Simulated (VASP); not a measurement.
## LiNbO3: single point with PBE

Crystal: LiNbO3.

```
CELL_PARAMETERS angstrom
2.59484 1.55431 4.67218
-2.59484 1.55431 4.67218
0.00000 -3.10863 4.67218
ATOMIC_POSITIONS crystal
Li 0.28163 0.28163 0.28163
Li 0.78163 0.78163 0.78163
Nb 0.00042 0.00042 0.00042
Nb 0.50042 0.50042 0.50042
O 0.11059 0.35797 0.72107
O 0.72107 0.11059 0.35797
O 0.35797 0.72107 0.11059
O 0.22107 0.85797 0.61059
O 0.85797 0.61059 0.22107
O 0.61059 0.22107 0.85797
```

This cell differs from its parent crystal: strain +0.0375 x Voigt [0, 1, 0, 0, 0, 0].

* Program: VASP 6.6.1
* Task: single point
* Functional: PBE
* Potentials or basis: VASP PAW PBE potentials, release 64 (Li_sv, Nb_sv, O)
* Cutoff: 520 eV
* k mesh: 6 × 6 × 6
* Occupations: gaussian, width 0.05 eV
* Spin: no spin polarisation
* Dipole correction: no
* Further INCAR settings: ALGO = Normal; EDIFF = 1e-06; NBANDS = 45

The largest force is 0.647 eV/Å and the band gap on the k mesh is 3.34 eV (least direct gap 3.38 eV).

Forces in eV/Å, atoms in the order of the input:
```
Li  -0.001 -0.049 -0.019
Li   0.001 -0.049 -0.019
Nb  -0.504  0.167  0.350
Nb   0.504  0.167  0.350
O    0.373 -0.509 -0.144
O    0.184  0.571 -0.188
O   -0.205 -0.181  0.000
O    0.205 -0.181  0.000
O   -0.373 -0.509 -0.144
O   -0.184  0.571 -0.188
```

Levels at points of the mesh, in eV from the valence-band top:
```tsv
k point	band 30	band 31	band 32	band 33	band 34	band 35	band 36	band 37	band 38	band 39
(0.00, 0.00, 0.00)	-0.70	-0.52	-0.48	-0.01	0.00	3.38	3.39	3.76	4.75	4.77
(0.50, 0.00, 0.00)	-0.38	-0.31	-0.27	-0.22	-0.12	3.59	3.62	4.29	4.39	4.56
(0.50, 0.50, 0.00)	-0.94	-0.72	-0.69	-0.50	-0.24	3.47	3.81	4.34	4.37	4.77
(0.00, 0.00, 0.50)	-0.36	-0.26	-0.26	-0.24	-0.24	3.63	3.63	4.42	4.42	4.57
(0.50, 0.00, 0.50)	-0.98	-0.71	-0.64	-0.50	-0.17	3.44	3.89	4.24	4.29	4.89
(0.50, 0.50, 0.50)	-0.61	-0.35	-0.35	-0.29	-0.29	4.23	4.23	4.46	4.46	4.54
```

Run time: 12 min on 1 thread of Oxide Virtual Turin-like Processor, with other jobs on the host, peak memory 0.4 GiB.

Caveat: the cell differs from its parent crystal (strain +0.0375 x Voigt [0, 1, 0, 0, 0, 0]). A k mesh can miss the band edges.
